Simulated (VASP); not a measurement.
BeS: single point with PBE

The system is BeS.

```
CELL_PARAMETERS angstrom
0.00000 2.43804 2.43804
2.43804 0.00000 2.43804
2.43804 2.43804 0.00000
ATOMIC_POSITIONS crystal
Be 0.00000 0.00000 0.00000
S 0.75000 0.75000 0.75000
```

```json
{
 "Program": "VASP 6.6.1",
 "Task": "single point",
 "Functional": "PBE",
 "Potentials or basis": "VASP PAW PBE potentials, release 64 (Be, S)",
 "Cutoff": "520 eV",
 "k mesh": "12 × 12 × 12",
 "Occupations": "gaussian, width 0.05 eV",
 "Spin": "no spin polarisation"
}
```

```yaml
Pressure: 0.0 GPa
Band_gap_on_the_k_mesh: 3.15 eV, indirect (least direct gap 5.68 eV)
```

Levels at points of the mesh, in eV from the valence-band top:
```tsv
k point	band 1	band 2	band 3	band 4	band 5	band 6	band 7	band 8
(0.00, 0.00, 0.00)	-13.59	0.00	0.00	0.00	5.68	5.68	5.68	5.75
(0.50, 0.00, 0.00)	-12.02	-5.68	-1.01	-1.01	5.42	6.57	6.57	11.13
(0.50, 0.50, 0.00)	-11.49	-4.94	-2.59	-2.59	3.15	4.93	12.65	12.65
```

Run time: 45 s on 1 thread of AMD EPYC 7571, on a shared host, peak memory 0.13 GiB.

A k mesh can miss the band edges.
